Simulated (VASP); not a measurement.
Here is a VASP 6.6.1 calculation.

The input INCAR:

```
PREC = Accurate
ENCUT = 700
EDIFF = 1E-6
ISMEAR = 0
SIGMA = 0.1
LREAL = F
LASPH = T
NELM = 120
ALGO = Normal
ISIF = 2
LWAVE = F
LCHARG = T
GGA = PE
LELF = T
LVHAR = T
NBANDS = 20
GGA_COMPAT = F
```

The input KPOINTS:

```
regular mesh
0
Gamma
  5 5 5
```

The input POSCAR:

```
CdO
1.0
    0.0000000000      2.3609927699      2.3609927699
    2.3609927699      0.0000000000      2.3609927699
    2.3609927699      2.3609927699      0.0000000000
Cd O
1 1
Direct
    0.0000000000      0.0000000000      0.0000000000
    0.5000000000      0.5000000000      0.5000000000
```

Potentials or basis: VASP PAW PBE potentials, release 64 (Cd_sv_GW, O).

Command:

```bash
$ cat potpaw_PBE.64/Cd_sv_GW/POTCAR potpaw_PBE.64/O/POTCAR > POTCAR
$ mpirun -np 1 vasp_std > vasp.out
```

(1) Predict the band gap on the k mesh.

(2) What does it give for the pressure?

Answers

(1) zero (bands 13 and 14 overlap by 0.32 eV).

(2) 3.8 GPa.

Caveat: the k points lie up to 0.46 Å⁻¹ apart; semilocal functionals underestimate gaps, and a narrow one can read as zero.
